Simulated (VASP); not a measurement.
# GaN (zincblende type) (F-43m) in VASP: notebook, part 2 of 2

VASP 6.6.1.

## (4) Single point, LDA (volume scaled by 0.72)

INCAR reads:

```
SYSTEM = GaN
  PREC = Accurate
  ENCUT = 520
  EDIFF = 1E-7
  ISMEAR = -1
  SIGMA = 0.05
  LREAL = .FALSE.
  LASPH = .TRUE.
  NELM = 60
  ALGO = Normal
  ISIF = 2
  LWAVE = .FALSE.
  LCHARG = .FALSE.
  GGA = CA
  NBANDS = 16
```

KPOINTS reads:

```
Automatic mesh
0
G
  17 17 17
  0 0 0
```

POSCAR reads:

```
GaN
1.0
    0.0000000000      1.9965321240      1.9965321240
    1.9965321240      0.0000000000      1.9965321240
    1.9965321240      1.9965321240      0.0000000000
Ga N
1 1
Direct
    0.0000000000      0.0000000000      0.0000000000
    0.2500000000      0.2500000000      0.2500000000
```

Potentials or basis: VASP PAW LDA potentials, release 64 (Ga_d, N).

The run is started by

```console
$ cat potpaw_LDA.64/Ga_d/POTCAR potpaw_LDA.64/N/POTCAR > POTCAR
$ mpirun -np 1 vasp_std > vasp.out
```

OUTCAR:

```text
SYSTEM = GaN
   PREC = Accurate
   ENCUT = 520
   EDIFF = 1E-7
   ISMEAR = -1
   LREAL = .FALSE.
   LASPH = .TRUE.
   NELM = 60
   ISIF = 2
   GGA = CA

 ion  position               nearest neighbor table
   1  0.000  0.000  0.000-   2 1.73   2 1.73   2 1.73   2 1.73
   2  0.250  0.250  0.250-   1 1.73   1 1.73   1 1.73   1 1.73

  LATTYP: Found a face centered cubic cell.
 ALAT       =     3.9930642480

  Lattice vectors:

 A1 = (   0.0000000000,   1.9965321240,   1.9965321240)
 A2 = (   1.9965321240,   0.0000000000,   1.9965321240)
 A3 = (   1.9965321240,   1.9965321240,   0.0000000000)

Analysis of symmetry for initial positions (statically):
=====================================================================
 Subroutine PRICEL returns:
 Original cell was already a primitive cell.

 Routine SETGRP: Setting up the symmetry group for a
 face centered cubic supercell.

 Subroutine GETGRP returns: Found 24 space group operations
 (whereof 24 operations were pure point group operations)
 out of a pool of 48 trial point group operations.

The static configuration has the point symmetry T_d .
[... 158 lines left out ...]

  energy without entropy =      -11.91432909  energy(sigma->0) =      -11.91432909

 E-fermi :  11.0450     XC(G=0): -14.1950

 val. band max:        9.9897831027   @ k =   0.0000   0.0000   0.0000
 cond. band min:      13.3272804285   @ k =   0.4706   0.4706   0.0000
 fundamental gap:      3.3374973258
 Fermi energy:        11.0450195911

 k-point     1 :       0.0000    0.0000    0.0000
  band No.  band energies     occupation
      1      -9.7390      2.00000
      2      -4.6527      2.00000
      3      -4.6527      2.00000
      4      -4.6527      2.00000
      5      -3.7477      2.00000
      6      -3.7477      2.00000
[... 433 lines left out ...]
      3      -4.5860      2.00000
      4      -4.5601      2.00000
      5      -3.7764      2.00000
      6      -3.7365      2.00000
[... 8 lines left out ...]
     15      29.0930      0.00000
     16      31.5921      0.00000

 [... further k-points ...]

------------------------ aborting loop because EDIFF is reached ----------------------------------------

  FORCE on cell =-STRESS in cart. coord.  units (eV):
  Direction    XX          YY          ZZ          XY          YZ          ZX
  --------------------------------------------------------------------------------------
  -------------------------------------------------------------------------------------
  Total       13.6663834     13.6663834     13.6663834      0.0000000      0.0000000      0.0000000
  in kB     1375.6415311   1375.6415311   1375.6415311      0.0000000      0.0000000      0.0000000
  external PRESSURE =    1375.6415311 kB  Pullay stress =       0.0000000 kB

 VOLUME and BASIS-vectors are now :
 -----------------------------------------------------------------------------
  energy-cutoff  :      520.00
  volume of cell :       15.92
      direct lattice vectors                 reciprocal lattice vectors
     0.000000000  1.996532124  1.996532124    -0.250434237  0.250434237  0.250434237
     1.996532124  0.000000000  1.996532124     0.250434237 -0.250434237  0.250434237
     1.996532124  1.996532124  0.000000000     0.250434237  0.250434237 -0.250434237

 POSITION                                       TOTAL-FORCE (eV/Angst)
 -----------------------------------------------------------------------------------
      0.00000      0.00000      0.00000        -0.000000     -0.000000     -0.000000
      0.99827      0.99827      0.99827         0.000000      0.000000      0.000000
 -----------------------------------------------------------------------------------
    total drift:                               -0.000000     -0.000000     -0.000000

  FREE ENERGIE OF THE ION-ELECTRON SYSTEM (eV)
  ---------------------------------------------------
  free  energy   TOTEN  =       -11.9143290915 eV

  energy  without entropy=      -11.9143290915  energy(sigma->0) =      -11.91432909
```

It took 24 s on 1 thread of Intel Xeon Platinum 8488C (Sapphire Rapids), shared host; peak memory 0.16 GiB.

Results:

- Free energy: -11.9143 eV
- Pressure: 137.6 GPa
- Band gap on the k mesh: 3.34 eV, indirect (least direct gap 4.02 eV)

 A k mesh can miss the band edges.

## (5) Single point, LDA (volume scaled by 0.72, level accurate)

INCAR reads:

```
ALGO = Normal
EDIFF = 1E-6
ENCUT = 520
ISIF = 2
ISMEAR = -1
LASPH = True
LCHARG = True
LELF = True
LREAL = False
LVHAR = True
LWAVE = False
NBANDS = 16
NELM = 80
PREC = Accurate
SIGMA = 0.05
```

KPOINTS reads:

```
k-points
0
Gamma
  17 17 17
```

POSCAR is that of step 4.

The run is started by

```console
$ cat potpaw_LDA.64/Ga_d/POTCAR potpaw_LDA.64/N/POTCAR > POTCAR
$ mpirun -np 1 vasp_std > vasp.out
```

Run time: 26 s. Hardware: 1 thread of Intel Xeon Platinum 8488C (Sapphire Rapids), shared host; peak memory 0.16 GiB.

It converged, with:

| Property | Result |
| --- | --- |
| Free energy | -11.9143 eV |
| Pressure | 137.5 GPa |
| Band gap on the k mesh | 3.34 eV, indirect (least direct gap 4.02 eV) |

Levels at points of the mesh, in eV from the valence-band top:
```tsv
k point	band 6	band 7	band 8	band 9	band 10	band 11	band 12	band 13
(0.00, 0.00, 0.00)	-13.74	0.00	0.00	0.00	4.02	12.40	12.40	12.40
```

## (6) The runs side by side

```csv
cell,gap on the mesh (eV),pressure (GPa)
"a = 2.581 Å, angles 60.0°, 2 atoms",3.37,434.5
"a = 2.715 Å, angles 60.0°, 2 atoms",3.34,238.0
"a = 2.824 Å, angles 60.0°, 2 atoms",3.34,137.5
```

Alike in all rows: task single point; level LDA; potentials or basis VASP PAW LDA potentials, release 64 (Ga_d, N); no spin polarisation; k mesh 17 × 17 × 17; cutoff (eV) 520; smearing fermi-dirac 0.05 eV.

Absolute energies hang on the potentials; compare differences alone.
